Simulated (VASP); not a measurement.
Runs of VASP 6.6.1 on B6I. The structure is that of space group P6/mmm (No. 191), or close to it. The cells are those of the table. The cell was generated, and may not be a known phase.

```csv
task,cell,k mesh,cutoff (eV),gap on the mesh (eV),pressure (GPa),relaxed volume (Å³/atom)
relaxation of cell and atoms,"relaxed from a = 5.384, b = 5.384, c = 3.803 Å, angles 90.0, 90.0, 120.0°, 7 atoms",6 × 6 × 4,600,none,-0.1,17.76
relaxation of cell and atoms,"relaxed from a = 5.531, b = 5.531, c = 4.685 Å, angles 90.0, 90.0, 120.0°, 7 atoms",12 × 12 × 8,600,none,0.0,17.32
single point,"a = 5.543, b = 5.543, c = 4.564 Å, angles 90.0, 90.0, 120.0°, 7 atoms",12 × 12 × 8,520,none,-0.1,-
single point,"a = 5.384, b = 5.384, c = 3.803 Å, angles 90.0, 90.0, 120.0°, 7 atoms",6 × 6 × 4,520,none,(a),-
single point,"a = 5.531, b = 5.531, c = 4.685 Å, angles 90.0, 90.0, 120.0°, 7 atoms",6 × 6 × 4,520,none,0.0,-
```

Alike in all rows: level PBE; potentials or basis VASP PAW PBE potentials, release 64 (B, I); no spin polarisation; smearing gaussian 0.1 eV.

Q: Estimate the missing entries.

A: (a) 18.9.

Caveats: some runs use coarse meshes; spin-orbit coupling is left out, which moves the levels of the heavy elements; an odd number of electrons without spin polarisation forces a metal; a magnetic or distorted state may lie lower; the volume moved by over 15 % at a fixed basis, so the end points are rough (at least some runs).

A k mesh can miss the band edges, and the runs leave out spin-orbit coupling on I.

A gap of «none» marks levels without a gap at the run's occupations.
